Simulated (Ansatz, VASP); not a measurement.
# Ge in VASP and in Ansatz

```
CELL_PARAMETERS angstrom
0.00000 2.87334 2.87334
2.87334 0.00000 2.87334
2.87334 2.87334 0.00000
ATOMIC_POSITIONS crystal
Ge 0.50000 0.50000 0.50000
Ge 0.75000 0.75000 0.75000
```

Alike in both runs: task single point; functional r2SCAN; k mesh 9 × 9 × 9; occupations fermi-dirac, width 0.05 eV; no spin polarisation.

```csv
,VASP,Ansatz
version,VASP 6.6.1,Ansatz 0.2.0
potentials or method,"VASP PAW PBE potentials, release 64 (Ge_d), cutoff 520 eV","plane waves (500 eV) with PAW, scalar-relativistic"
valence electrons in the cell,28,28
```

|  | VASP | Ansatz | Ansatz less VASP |
| --- | --- | --- | --- |
| pressure (GPa) | -2.4 | -2.4 | -0.05 |

VASP's potentials were made for PBE, not for r2SCAN.
